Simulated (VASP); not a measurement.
A run of VASP 6.6.1:

INCAR

```
SYSTEM = AlRu
  PREC = Accurate
  ENCUT = 500
  EDIFF = 1E-6
  ISMEAR = 0
  SIGMA = 0.1
  LREAL = .FALSE.
  LASPH = .TRUE.
  NELM = 120
  ALGO = Normal
  ISIF = 2
  LWAVE = .FALSE.
  LCHARG = .TRUE.
  GGA = RE
  LELF = .TRUE.
  LVHAR = .TRUE.
  ISYM = 0
  NBANDS = 16
  GGA_COMPAT = .FALSE.
```

Contents of KPOINTS:

```
Automatic mesh
0
Gamma
  2 2 2
  0 0 0.5
```

File POSCAR:

```
AlRu
1.0
    2.9824954400      0.0000000000      0.0000000000
    0.0000000000      2.9824954400      0.0000000000
    0.0000000000      0.0000000000      2.9824954400
Al Ru
1 1
Direct
    0.0000000000      0.0000000000      0.0000000000
    0.5000000000      0.5000000000      0.5000000000
```

Potentials or basis: VASP PAW PBE potentials, release 64 (Al, Ru_pv).

Launch:

```sh
$ cat potpaw_PBE.64/Al/POTCAR potpaw_PBE.64/Ru_pv/POTCAR > POTCAR
$ mpirun -np 1 vasp_std > vasp.out
```

Hardware: 1 thread of Intel(R) Xeon(R) 6975P-C (Granite Rapids) (shared host).

Problem. Estimate the wall time of this run.

Solution. Run time: 5.1 s on 1 thread of Intel(R) Xeon(R) 6975P-C (Granite Rapids) (shared host), peak memory 0.13 GiB. Counts: scf iterations 12, k points 12.
